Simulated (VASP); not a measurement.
Here is a VASP 6.6.1 calculation.

INCAR

```
ALGO = Normal
EDIFF = 1E-7
ENCUT = 520
GGA = PE
ISIF = 2
ISMEAR = -1
LASPH = True
LCHARG = False
LREAL = False
LWAVE = False
NBANDS = 18
NELM = 80
PREC = Accurate
SIGMA = 0.05
```

File KPOINTS:

```
k-points
0
Gamma
  11 11 11
```

Contents of POSCAR:

```
HfO2
1.0
    0.0000000000      2.1733086185      2.1733086185
    2.1733086185      0.0000000000      2.1733086185
    2.1733086185      2.1733086185      0.0000000000
Hf O
1 2
Direct
    0.0000000000      0.0000000000      0.0000000000
    0.2500000000      0.2500000000      0.2500000000
    0.7500000000      0.7500000000      0.7500000000
```

Potentials or basis: VASP PAW PBE potentials, release 64 (Hf_pv, O).

Launch:

```sh
$ cat potpaw_PBE.64/Hf_pv/POTCAR potpaw_PBE.64/O/POTCAR > POTCAR
$ mpirun -np 1 vasp_std > vasp.out
```

(1) Predict the pressure.

(2) Predict the band gap on the k mesh.

## Answers

(1) 310.4 GPa.

(2) 4.64 eV, indirect (least direct gap 5.34 eV).

Caveat: spin-orbit coupling is left out, which moves the levels of the heavy elements.
